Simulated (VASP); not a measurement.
**La2O3: single point with r2SCAN**

La2O3:

```
La O
1.0
     4.14917    0.00000    0.00000
    -2.07459    3.59329    0.00000
     0.00000    0.00000    6.45949
La O
2 3
Direct
  0.66667 0.33333 0.74216
  0.33333 0.66667 0.25784
  0.66667 0.33333 0.36027
  0.33333 0.66667 0.63973
  0.00000 0.00000 0.00000
```

This cell differs from its parent crystal: strain +5.4%.

| Quantity | Value |
| --- | --- |
| Program | VASP 6.6.1 |
| Task | single point |
| Functional | r2SCAN |
| Potentials or basis | VASP PAW PBE potentials, release 64 (La, O) |
| Cutoff | 520 eV |
| k mesh | 12 × 12 × 4 |
| Occupations | gaussian, width 0.01 eV |
| Spin | no spin polarisation |
| Dipole correction | no |
| Further INCAR settings | ALGO = Normal; EDIFF = 1e-06; NBANDS = 28 |

```yaml
Pressure: -14.5 GPa
Largest_force: 0.014 eV/Å
Band_gap_on_the_k_mesh: 3.81 eV (least direct gap 4.03 eV)
```

Forces on the atoms (eV/Å):
```
La   0.000  0.000 -0.014
La   0.000  0.000  0.014
O    0.000  0.000 -0.001
O    0.000  0.000  0.001
O    0.000  0.000  0.000
```

Stress tensor (GPa, compression positive):
```
-15.79   0.00   0.00
  0.00 -15.79   0.00
  0.00   0.00 -12.00
```

Levels at points of the mesh, in eV from the valence-band top:
| k point | band 18 | band 19 | band 20 | band 21 | band 22 | band 23 |
| --- | --- | --- | --- | --- | --- | --- |
| (0.00, 0.00, 0.00) | -0.17 | -0.17 | -0.05 | 3.98 | 4.69 | 4.69 |
| (0.50, 0.00, 0.00) | -0.64 | -0.35 | -0.20 | 3.92 | 4.59 | 4.92 |
| (0.00, 0.00, 0.50) | -0.48 | -0.10 | -0.10 | 4.44 | 4.73 | 4.74 |
| (0.50, 0.00, 0.50) | -0.44 | -0.44 | 0.00 | 4.40 | 4.40 | 4.87 |

It took 12 min on 1 thread of AMD EPYC 9R45 (Zen 5), on a shared host, peak memory 0.3 GiB.

Caveat: the cell differs from its parent crystal (strain +5.4%); the cell stands under tension; the PAW data sets were made with another functional, which shifts forces and pressure a little; spin-orbit coupling is left out, which moves the levels of the heavy elements. A k mesh can miss the band edges.
